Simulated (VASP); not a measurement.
The system is HfO2.

```
Hf O
1.0
     3.55802    0.00000    0.00000
     0.00000    3.55802    0.00000
     0.00000    0.00000    5.17186
Hf O
2 4
Direct
  0.50000 0.50000 0.50000
  0.00000 0.00000 0.00000
  0.00000 0.50000 0.69721
  0.50000 0.00000 0.80279
  0.50000 0.00000 0.30279
  0.00000 0.50000 0.19721
```

* Program: VASP 6.6.1
* Task: relaxation of cell and atoms
* Functional: PBE
* Potentials or basis: VASP PAW PBE potentials, release 64 (Hf_pv, O)
* Cutoff: 600 eV
* k mesh: 6 × 6 × 4
* Occupations: gaussian, width 0.1 eV
* Spin: no spin polarisation

At the start: pressure 6.3 GPa; volume 10.91 Å³/atom.

Problem. How do energy, volume and symmetry change on relaxing?

Solution. Over 3 steps the energy falls by 5.1 meV/atom and the volume is 11.18 Å³/atom (+2.4 %); space group P4_2/nmc (No. 137, to 0.1 Å) before and after.

Step by step:
```
step  energy change (eV)  largest force (eV/Å)  pressure (GPa)  volume (Å³)
   1              0.0000                0.0978            6.26        65.47
   2              0.0416                0.2384           -8.52        69.60
   3             -0.0305                0.0430           -0.09        67.06
```

Final structure:
```
Hf O
1.0
     3.58773    0.00000    0.00000
     0.00000    3.58773    0.00000
     0.00000    0.00000    5.20982
Hf O
2 4
Direct
  0.50000 0.50000 0.50000
  0.00000 0.00000 0.00000
  0.00000 0.50000 0.69757
  0.50000 0.00000 0.80243
  0.50000 0.00000 0.30243
  0.00000 0.50000 0.19757
```

Caveat: the relaxation stopped at a loose force limit of 0.05 eV/Å, so its end isn't a converged minimum.
